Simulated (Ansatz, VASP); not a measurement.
MoSe in VASP and in Ansatz

File INCAR:

```
SYSTEM = MoSe
ALGO     = Normal         ! electronic algorithm
EDIFF    = 1E-6           ! SCF threshold, eV
ENCUT    = 520            ! plane-wave cutoff, eV
GGA      = PE             ! functional
ISIF     = 2              ! what is computed and relaxed
ISMEAR   = 0              ! smearing method
LASPH    = .True.         ! aspherical terms in the spheres
LCHARG   = .False.        ! write CHGCAR
LDAU     = .True.         ! DFT+U
LDAUJ    = 0 0          
LDAUL    = 2 -1           ! shell
LDAUPRINT= 1            
LDAUTYPE = 2            
LDAUU    = 4.38 0         ! U, eV
LMAXMIX  = 4              ! l up to which the mixer works
LREAL    = .False.        ! projectors in reciprocal space
LWAVE    = .False.        ! write WAVECAR
NBANDS   = 17             ! bands
NELM     = 150            ! most SCF steps
PREC     = Accurate       ! precision mode
SIGMA    = 0.1            ! smearing width, eV
```

KPOINTS

```
k-points
0
Gamma
  12 12 12
  0 0 0
```

The input POSCAR:

```
MoSe
1.0
    0.0000000000      3.3006193022      3.3006193022
    3.3006193022      0.0000000000      3.3006193022
    3.3006193022      3.3006193022      0.0000000000
Mo Se
1 1
Direct
    0.0000000000      0.0000000000      0.0000000000
    0.2500000000      0.2500000000      0.2500000000
```

Input for Ansatz:

```yaml
crystal:
  lattice:
    - [0.0, 3.3006195965, 3.3006195965]
    - [3.3006195965, 0.0, 3.3006195965]
    - [3.3006195965, 3.3006195965, 0.0]
  atoms:
    - { symbol: Mo, position: [0.0, 0.0, 0.0] }
    - { symbol: Se, position: [0.25, 0.25, 0.25] }
basis:
  ecutwfc: 420
kpoints:
  mp_grid: { grid: [12, 12, 12] }
hamiltonian:
  xc: pbe
  hubbard: { sites: [{ species: Mo, l: d, u_eff: 4.38 }] }
scf:
  occupations: { method: gaussian, width: 0.1 }
output:
  forces: true
  stress: true
  eigenvalues: true
```

Alike in both runs: task single point; functional PBE; k mesh 12 × 12 × 12; occupations gaussian, width 0.1 eV; no spin polarisation; Hubbard terms Mo d U = 4.38 eV.

|  | VASP | Ansatz |
| --- | --- | --- |
| version | VASP 6.6.1 | Ansatz 0.2.0 |
| potentials or method | VASP PAW PBE potentials, release 64 (Mo_sv, Se), cutoff 520 eV | scalar-relativistic, plane waves, PAW |
| valence electrons in the cell | 20 | 30 |

```tsv
	VASP	Ansatz	Ansatz less VASP
gap on the k mesh at the Fermi level (eV)	1.14	1.67	+0.527
least direct gap on the mesh (eV)	1.21	2.06	+0.853
pressure (GPa)	-8.7	-8.8	-0.09
```

The programs project onto different local orbitals, so the same U acts differently, and such runs can settle in different states. VASP's potentials hold 20 valence electrons a cell and Ansatz's 30, so a difference there can come from the potentials and not from the codes.
